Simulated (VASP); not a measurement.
# Os (Fm-3m) in VASP: a series of runs

Os is run at these levels: LDA, LDA+U; tasks: single point, relaxation of cell and atoms.

All numbers are computed with VASP 6.6.1; they aren't measurements. Logs are shortened: lines on timing, memory, paths and dates and some standing lists are left out, and cuts for length are marked.

**1. The cell of the first run**

Symmetry: Fm-3m, No. 225, cubic system. The conventional cell has a = 3.803 Å, b = 3.803 Å, c = 3.803 Å, α = 90.00°, β = 90.00°, γ = 90.00°. Within 3.5 Å of Os (site symmetry m-3m) lie 12 Os at 2.69 Å.

This isn't the form of Os at room conditions, which is hcp.

**2. Single point, LDA**

Input file INCAR:

```
SYSTEM = Os
PREC = Accurate
ENCUT = 520
EDIFF = 1E-6
ISMEAR = -1
SIGMA = 0.08
LREAL = .False.
LASPH = .True.
NELM = 100
ALGO = Normal
ISIF = 2
LWAVE = .False.
LCHARG = .False.
GGA = CA
NBANDS = 10
```

Input file KPOINTS:

```
regular mesh
0
Gamma
  19 19 19
  0 0 0
```

Input file POSCAR:

```
Os
1.0
    0.0000000000      1.9013090542      1.9013090542
    1.9013090542      0.0000000000      1.9013090542
    1.9013090542      1.9013090542      0.0000000000
Os
1
Direct
    0.0000000000      0.0000000000      0.0000000000
```

Potentials or basis: VASP PAW LDA potentials, release 64 (Os).

Run with:

```
$ cat potpaw_LDA.64/Os/POTCAR > POTCAR
$ mpirun -np 1 vasp_std > vasp.out
```

OUTCAR:

```text
SYSTEM = Os
   PREC = Accurate
   ENCUT = 520
   EDIFF = 1E-6
   ISMEAR = -1
   LREAL = .False.
   LASPH = .True.
   NELM = 100
   ISIF = 2
   GGA = CA

 ion  position               nearest neighbor table
   1  0.000  0.000  0.000-

  LATTYP: Found a face centered cubic cell.
 ALAT       =     3.8026181084

  Lattice vectors:

 A1 = (   0.0000000000,   1.9013090542,   1.9013090542)
 A2 = (   1.9013090542,   0.0000000000,   1.9013090542)
 A3 = (   1.9013090542,   1.9013090542,   0.0000000000)

Analysis of symmetry for initial positions (statically):
=====================================================================
 Subroutine PRICEL returns:
 Original cell was already a primitive cell.

 Routine SETGRP: Setting up the symmetry group for a
 face centered cubic supercell.

 Subroutine GETGRP returns: Found 48 space group operations
 (whereof 48 operations were pure point group operations)
 out of a pool of 48 trial point group operations.

The static configuration has the point symmetry O_h .

Analysis of symmetry for dynamics (positions and initial velocities):
=====================================================================
 Subroutine PRICEL returns:
 Original cell was already a primitive cell.

 Routine SETGRP: Setting up the symmetry group for a
 face centered cubic supercell.

 Subroutine GETGRP returns: Found 48 space group operations
 (whereof 48 operations were pure point group operations)
 out of a pool of 48 trial point group operations.

The dynamic configuration has the point symmetry O_h .

 Subroutine INISYM returns: Found 48 space group operations
 (whereof 48 operations are pure point group operations),
 and found     1 'primitive' translations

----------------------------------------------------------------------------------------

                                     Primitive cell

  volume of cell :      13.7464

  direct lattice vectors                    reciprocal lattice vectors
     0.000000000  1.901309054  1.901309054    -0.262976710  0.262976710  0.262976710
     1.901309054  0.000000000  1.901309054     0.262976710 -0.262976710  0.262976710
     1.901309054  1.901309054  0.000000000     0.262976710  0.262976710 -0.262976710

  length of vectors
     2.688857051  2.688857051  2.688857051     0.455489023  0.455489023  0.455489023

  position of ions in fractional coordinates (direct lattice)
     0.000000000  0.000000000  0.000000000

  ion indices of the primitive-cell ions
   primitive index   ion index
                 1           1

----------------------------------------------------------------------------------------

 KPOINTS: regular mesh

Automatic generation of k-mesh.
 Grid dimensions read from file:
 generate k-points for:   19   19   19

 Generating k-lattice:

  Cartesian coordinates                     Fractional coordinates (reciprocal lattice)
    -0.013840879  0.013840879  0.013840879     0.052631579  0.000000000  0.000000000
     0.013840879 -0.013840879  0.013840879     0.000000000  0.052631579  0.000000000
     0.013840879  0.013840879 -0.013840879     0.000000000  0.000000000  0.052631579

  Length of vectors
     0.023973106  0.023973106  0.023973106

  Shift w.r.t. Gamma in fractional coordinates (k-lattice)
     0.000000000  0.000000000  0.000000000

 Subroutine IBZKPT returns following result:
 ===========================================

 Found    220 irreducible k-points:

 Following reciprocal coordinates:
            Coordinates               Weight
  0.000000  0.000000  0.000000      1.000000
  0.052632  0.000000  0.000000      8.000000
  0.105263  0.000000  0.000000      8.000000
  0.157895  0.000000  0.000000      8.000000
  0.210526  0.000000  0.000000      8.000000
  0.263158  0.000000  0.000000      8.000000
[... 16 lines left out ...]
 -0.315789  0.052632  0.000000     24.000000
 -0.263158  0.052632  0.000000     24.000000
 [... further k-points ...]
   k-points           NKPTS =    220   k-points in BZ     NKDIM =    220   number of bands    NBANDS=     10
   number of dos      NEDOS =    301   number of ions     NIONS =      1
   total plane-waves  NPLWV =   8000
   dimension x,y,z NGX =    20 NGY =   20 NGZ =   20
   dimension x,y,z NGXF=    40 NGYF=   40 NGZF=   40
   ions per type =               1
   NGX,Y,Z   is equivalent  to a cutoff of  12.37, 12.37, 12.37 a.u.
   NGXF,Y,Z  is equivalent  to a cutoff of  24.73, 24.73, 24.73 a.u.
 SYSTEM =  Os
   PREC   = accura    normal or accurate (medium, high low for compatibility)
   ISTART =      0    job   : 0-new  1-cont  2-samecut
   ICHARG =      2    charge: 1-file 2-atom 10-const
   ISPIN  =      1    spin polarized calculation?
   LNONCOLLINEAR =      F non collinear calculations
   LSORBIT =      F    spin-orbit coupling
   LASPH  =      T    aspherical Exc in radial PAW
   ENCUT  =  520.0 eV  38.22 Ry    6.18 a.u.   5.00  5.00  5.00*2*pi/ulx,y,z
   NELM   =    100;   NELMIN=  2; NELMDL= -5     # of ELM steps
   EDIFF  = 0.1E-05   stopping-criterion for ELM
   LREAL  =      F    real-space projection
   EDIFFG = 0.1E-04   stopping-criterion for IOM
   NSW    =      0    number of steps for IOM
   IBRION =     -1    ionic relax: 0-MD 1-quasi-New 2-CG
   NFREE  =      0    steps in history (QN), initial steepest desc. (CG)
   ISIF   =      2    stress and relaxation
   ISYM   =      2    0-nonsym 1-usesym 2-fastsym
   POTIM  = 0.5000    time-step for ionic-motion
   TEBEG  =    0.0;   TEEND  =   0.0 temperature during run
   PSTRESS=    0.0 pullay stress
   NELECT =       8.0000    total number of electrons
   NUPDOWN=      -1.0000    fix difference up-down
   EMIN   =  10.00;   EMAX   =-10.00  energy-range for DOS
   EFERMI =   0.00;   METHOD = LEGACY
   ISMEAR =    -1;   SIGMA  =   0.08  broadening in eV -4-tet -1-fermi 0-gaus
   EFERMI_NEDOS =   21; number of points for ismear=-14 and -15
   IALGO  =     38    algorithm
   IMIX   =      4    mixing-type and parameters
     AMIX     =   0.40;   BMIX     =  1.00
     AMIX_MAG =   1.60;   BMIX_MAG =  1.00
  volume/ion in A,a.u.               =      13.75        92.77
  Fermi-wavevector in a.u.,A,eV,Ry     =   1.366812  2.582900 25.418064  1.868175
  Thomas-Fermi vector in A             =   2.492920
   LORBIT       =      0    0 simple, 1 ext, 2 COOP (PROOUT), +10 PAW based schemes
   GGA     = CA    functional components
   LHFCALC =     F    Hartree Fock is set to
   AEXX    =    0.0000 exact exchange contribution
   IVDW    =     0    specifies the selected vdW correction
   LEPSILON=     F    determine dielectric tensor
   LRPA    =     F    only Hartree local field effects (RPA)
 non-spin polarized calculation
  energy-cutoff  :      520.00
  volume of cell :       13.75
 maximum number of plane-waves:       381
   NGX =  9   NGY =  9   NGZ =  9

 number of electron       7.9999999 magnetization

 Free energy of the ion-electron system (eV)
  ---------------------------------------------------
  ext. energy  EPLUGINS =         0.00000000
  ---------------------------------------------------
  free energy    TOTEN  =       -12.52091200 eV

  energy without entropy =      -12.50722485  energy(sigma->0) =      -12.51406842

 E-fermi :   9.5716     XC(G=0): -14.2779

 val. band max:        9.5418489271   @ k =  -0.3684   0.3684   0.0526
 cond. band min:       9.5857949575   @ k =   0.0000   0.0000   0.0000
 fundamental gap:      0.0439460304
 Fermi energy:         9.5715642155

 k-point     1 :       0.0000    0.0000    0.0000
  band No.  band energies     occupation
      1      -1.3657      2.00000
      2       6.4392      2.00000
      3       6.4392      2.00000
      4       6.4392      2.00000
      5       9.5858      0.91129
      6       9.5858      0.91129
      7      23.8558      0.00000
      8      29.7362      0.00000
      9      29.7362      0.00000
     10      29.7362      0.00000

 k-point     2 :       0.0526    0.0000    0.0000
  band No.  band energies     occupation
      1      -1.2324      2.00000
      2       6.3576      2.00000
      3       6.5006      2.00000
      4       6.5006      2.00000
      5       9.5398      1.19602
      6       9.5398      1.19602
      7      24.1062      0.00000
      8      29.0469      0.00000
      9      29.9735      0.00000
     10      29.9735      0.00000

 k-point     3 :       0.1053    0.0000    0.0000
  band No.  band energies     occupation
      1      -0.8462      2.00000
      2       6.1459      2.00000
      3       6.6639      2.00000
      4       6.6639      2.00000
      5       9.4338      1.69687
      6       9.4338      1.69687
      7      24.7992      0.00000
      8      27.7145      0.00000
      9      30.6667      0.00000
     10      30.6667      0.00000

 k-point     4 :       0.1579    0.0000    0.0000
  band No.  band energies     occupation
      1      -0.2530      2.00000
      2       5.8945      2.00000
      3       6.8579      2.00000
      4       6.8579      2.00000
      5       9.3667      1.85660
      6       9.3667      1.85660
      7      25.5591      0.00000
      8      26.5731      0.00000
      9      31.7650      0.00000
     10      31.7650      0.00000

 k-point     5 :       0.2105    0.0000    0.0000
  band No.  band energies     occupation
      1       0.4525      2.00000
      2       5.7415      2.00000
      3       6.9617      2.00000
      4       6.9617      2.00000
      5       9.4860      1.48890
      6       9.4860      1.48890
      7      24.7415      0.00000
      8      27.0871      0.00000
      9      33.1897      0.00000
     10      33.1897      0.00000

 k-point     6 :       0.2632    0.0000    0.0000
  band No.  band energies     occupation
      1       1.1068      2.00000
      2       5.8710      2.00000
      3       6.9003      2.00000
      4       6.9003      2.00000
      5       9.8782      0.04238
      6       9.8782      0.04238
      7      23.5455      0.00000
      8      27.3180      0.00000
      9      34.5837      0.00000
     10      34.7365      0.00000
[... 183 lines left out ...]
 k-point    21 :      -0.4211    0.0526    0.0000
  band No.  band energies     occupation
      1       1.8323      2.00000
      2       6.2378      2.00000
      3       6.4217      2.00000
      4       8.5399      1.99999
      5      11.6174      0.00000
      6      12.4141      0.00000
      7      19.4317      0.00000
      8      23.9448      0.00000
      9      30.0656      0.00000
     10      30.9636      0.00000

 k-point    22 :      -0.3684    0.0526    0.0000
  band No.  band energies     occupation
      1       1.8337      2.00000
      2       6.3925      2.00000
      3       6.5459      2.00000
      4       7.5666      2.00000
      5      10.9954      0.00000
      6      11.9324      0.00000
      7      20.7217      0.00000
      8      24.7055      0.00000
      9      30.8538      0.00000
     10      32.3847      0.00000

 k-point    23 :      -0.3158    0.0526    0.0000
  band No.  band energies     occupation
      1       1.7327      2.00000
      2       6.5247      2.00000
      3       6.6342      2.00000
      4       6.7324      2.00000
      5      10.2770      0.00030
      6      11.2890      0.00000
      7      22.0777      0.00000
      8      25.9450      0.00000
      9      32.0383      0.00000
     10      34.3054      0.00000

 k-point    24 :      -0.2632    0.0526    0.0000
  band No.  band energies     occupation
      1       1.3983      2.00000
      2       5.8620      2.00000
      3       6.8190      2.00000
      4       6.9338      2.00000
      5       9.6048      0.79519
      6      10.6242      0.00000
      7      23.3174      0.00000
      8      27.2027      0.00000
      9      33.1305      0.00000
     10      33.7416      0.00000

 [... further k-points ...]

------------------------ aborting loop because EDIFF is reached ----------------------------------------

  FORCE on cell =-STRESS in cart. coord.  units (eV):
  Direction    XX          YY          ZZ          XY          YZ          ZX
  --------------------------------------------------------------------------------------
  -------------------------------------------------------------------------------------
  Total        0.0873957      0.0873957      0.0873957      0.0000000     -0.0000000      0.0000000
  in kB       10.1862129     10.1862129     10.1862129      0.0000000     -0.0000000      0.0000000
  external PRESSURE =      10.1862129 kB  Pullay stress =       0.0000000 kB

 VOLUME and BASIS-vectors are now :
 -----------------------------------------------------------------------------
  energy-cutoff  :      520.00
  volume of cell :       13.75
      direct lattice vectors                 reciprocal lattice vectors
     0.000000000  1.901309054  1.901309054    -0.262976710  0.262976710  0.262976710
     1.901309054  0.000000000  1.901309054     0.262976710 -0.262976710  0.262976710
     1.901309054  1.901309054  0.000000000     0.262976710  0.262976710 -0.262976710

 POSITION                                       TOTAL-FORCE (eV/Angst)
 -----------------------------------------------------------------------------------
      0.00000      0.00000      0.00000         0.000000      0.000000      0.000000
 -----------------------------------------------------------------------------------
    total drift:                                0.000000      0.000000     -0.000000

  FREE ENERGIE OF THE ION-ELECTRON SYSTEM (eV)
  ---------------------------------------------------
  free  energy   TOTEN  =       -12.5209119983 eV

  energy  without entropy=      -12.5072248503  energy(sigma->0) =      -12.51406842
```

It took 16 s on 1 thread of Intel Xeon Platinum 8488C (Sapphire Rapids), shared host; peak memory 0.14 GiB.

Results:

* Free energy: -12.5209 eV
* Pressure: 1.0 GPa
* Band gap on the k mesh: zero (bands 4 and 5 overlap by 3.93 eV)

Levels at points of the mesh, in eV from the Fermi level:
```tsv
k point	band 1	band 2	band 3	band 4	band 5	band 6	band 7	band 8
(0.00, 0.00, 0.00)	-10.94	-3.13	-3.13	-3.13	0.01	0.01	14.28	20.16
```

Caveat: spin-orbit coupling is left out, which moves the levels of the heavy elements.

**3. Single point, LDA (13.75 Å³/atom)**

Input file INCAR:

```
PREC = Accurate ; ENCUT = 520
EDIFF = 1E-6 ; ISMEAR = -1
SIGMA = 0.08 ; LREAL = False
LASPH = True ; NELM = 60
ALGO = Normal ; ISIF = 2
LWAVE = False ; LCHARG = False
NBANDS = 10
```

Input file KPOINTS:

```
Automatic mesh
0
Gamma
  19 19 19
```

POSCAR is that of step 2.

Potentials or basis: VASP PAW LDA potentials, release 64 (Os).

Run with:

```
$ cat potpaw_LDA.64/Os/POTCAR > POTCAR
$ mpirun -np 1 vasp_std > vasp.out
```

Wall time 17 s (1 thread of Intel Xeon Platinum 8488C (Sapphire Rapids), shared host); peak memory 0.14 GiB.

Results (log left out):

* Free energy: -12.5209 eV
* Pressure: 1.0 GPa
* Band gap on the k mesh: zero (bands 4 and 5 overlap by 3.93 eV)

Levels at points of the mesh, in eV from the Fermi level:
| k point | band 1 | band 2 | band 3 | band 4 | band 5 | band 6 | band 7 | band 8 |
| --- | --- | --- | --- | --- | --- | --- | --- | --- |
| (0.00, 0.00, 0.00) | -10.94 | -3.13 | -3.13 | -3.13 | 0.01 | 0.01 | 14.28 | 20.16 |

Caveat: spin-orbit coupling is left out, which moves the levels of the heavy elements.

**4. Single point, LDA+U**

This run uses another cell than the first one, of 10.45 Å³/atom.

Input file INCAR:

```
SYSTEM = Os
PREC = Accurate
ENCUT = 520
EDIFF = 1E-7
ISMEAR = -1
SIGMA = 0.08
LREAL = .False.
LASPH = .True.
NELM = 150
ALGO = Normal
ISIF = 2
LWAVE = .False.
LCHARG = .False.
LMAXMIX = 4
LDAU = .True.
LDAUTYPE = 2
LDAUL = 2
LDAUU = 5
LDAUJ = 0
LDAUPRINT = 1
GGA = CA
NBANDS = 10
```

Input file KPOINTS:

```
regular mesh
0
Gamma
  19 19 19
  0 0 0
```

Input file POSCAR:

```
Os
1.0
    0.0000000000      1.7350976188      1.7350976188
    1.7350976188      0.0000000000      1.7350976188
    1.7350976188      1.7350976188      0.0000000000
Os
1
Direct
    0.0000000000      0.0000000000      0.0000000000
```

Run with:

```
$ cat potpaw_LDA.64/Os/POTCAR > POTCAR
$ mpirun -np 1 vasp_std > vasp.out
```

It took 38 s on 1 thread of Intel Xeon Platinum 8488C (Sapphire Rapids), shared host; peak memory 0.13 GiB.

Results (log left out):

```yaml
Free_energy: -6.1095 eV
Pressure: 120.0 GPa
Band_gap_on_the_k_mesh: zero (bands 4 and 5 overlap by 7.24 eV)
```

Levels at points of the mesh, in eV from the Fermi level:
```
           k point  band 2  band 3  band 4  band 5  band 6  band 7
(0.00, 0.00, 0.00)   -5.95   -5.95   -5.95    0.01    0.01   15.39
```

Eigenvalues of the final occupation matrices:
| site | spin | trace | eigenvalues |
| --- | --- | --- | --- |
| site 1 d | 1 | 4.53 | 0.83 0.83 0.96 0.96 0.96 |
| site 1 d | 2 | 4.53 | 0.83 0.83 0.96 0.96 0.96 |

Caveat: the cell stands under pressure; spin-orbit coupling is left out, which moves the levels of the heavy elements; U without spin polarisation on a metal has little footing; the U is typed as a test and isn't derived for this compound.

**5. Relaxation of cell and atoms, LDA**

This run uses another cell than the first one, of 13.70 Å³/atom.

Input file INCAR:

```
PREC = Accurate
ENCUT = 600
EDIFF = 1E-6
ISMEAR = -1
SIGMA = 0.08
LREAL = F
LASPH = T
NELM = 80
ALGO = Normal
ISIF = 3
LWAVE = F
LCHARG = F
GGA = CA
IBRION = 2
NSW = 60
EDIFFG = -0.005
```

Input file KPOINTS:

```
Automatic mesh
0
Gamma
  19 19 19
```

Input file POSCAR:

```
Os
1.0
    0.0000000000      1.8992148187      1.8992148187
    1.8992148187      0.0000000000      1.8992148187
    1.8992148187      1.8992148187      0.0000000000
Os
1
Direct
    0.0000000000      0.0000000000      0.0000000000
```

Run with:

```
$ cat potpaw_LDA.64/Os/POTCAR > POTCAR
$ mpirun -np 1 vasp_std > vasp.out
```

Run time: 29 s. Hardware: 1 thread of Intel Xeon Platinum 8488C (Sapphire Rapids), shared host; peak memory 0.16 GiB.

It converged, with:

```
Free energy                           : -12.5232 eV
Relaxed volume                        : 13.79 Å³/atom
Relaxed cell                          : a = 2.691 Å, b = 2.691 Å, c = 2.691 Å, α = 60.00°, β = 60.00°, γ = 60.00°
Space group after relaxing (to 0.1 Å) : Fm-3m (No. 225)
Energy gained by relaxing             : 0.7 meV/atom
Ionic steps                           : 3
Pressure after relaxing               : 0.0 GPa
Band gap on the k mesh                : zero (bands 4 and 5 overlap by 3.91 eV)
```

The path:
```csv
step,energy change (eV),largest force (eV/Å),pressure (GPa),volume (Å³)
1,0.0000,0.0000,2.76,13.70
2,0.0139,0.0000,-11.66,14.17
3,-0.0007,0.0000,-0.04,13.79
```

Final structure:
```cif
data_structure
_symmetry_space_group_name_H-M 'P 1'
_symmetry_Int_Tables_number 1
_cell_length_a 2.6914
_cell_length_b 2.6914
_cell_length_c 2.6914
_cell_angle_alpha 60.000
_cell_angle_beta 60.000
_cell_angle_gamma 60.000
_cell_volume 13.79
loop_
_atom_site_label
_atom_site_type_symbol
_atom_site_fract_x
_atom_site_fract_y
_atom_site_fract_z
_atom_site_occupancy
Os1 Os 0.00000 0.00000 0.00000 1
```

Levels at points of the mesh, in eV from the Fermi level:
```
           k point  band 1  band 2  band 3  band 4  band 5  band 6  band 7  band 8
(0.00, 0.00, 0.00)  -10.91   -3.12   -3.12   -3.12    0.01    0.01   14.29   20.15
```

Caveat: spin-orbit coupling is left out, which moves the levels of the heavy elements.

**6. The runs side by side**

```tsv
task	level	U	cell	cutoff (eV)	gap on the mesh (eV)	pressure (GPa)
single point	LDA	-	a = 2.689 Å, angles 60.0°, 1 atom	520	none	1.0
single point	LDA+U	Os d U = 5.0 eV	a = 2.454 Å, angles 60.0°, 1 atom	520	none	120.0
relaxation of cell and atoms	LDA	-	relaxed from a = 2.686 Å, angles 60.0°, 1 atom	600	none	0.0
```

Alike in all rows: potentials or basis VASP PAW LDA potentials, release 64 (Os); no spin polarisation; k mesh 19 × 19 × 19; smearing fermi-dirac 0.08 eV.

Caveats: spin-orbit coupling is left out, which moves the levels of the heavy elements; the cell stands under pressure (at least some runs); U without spin polarisation on a metal has little footing (at least some runs); the U is typed as a test and isn't derived for this compound (at least some runs).

Absolute energies hang on the potentials; compare differences alone.
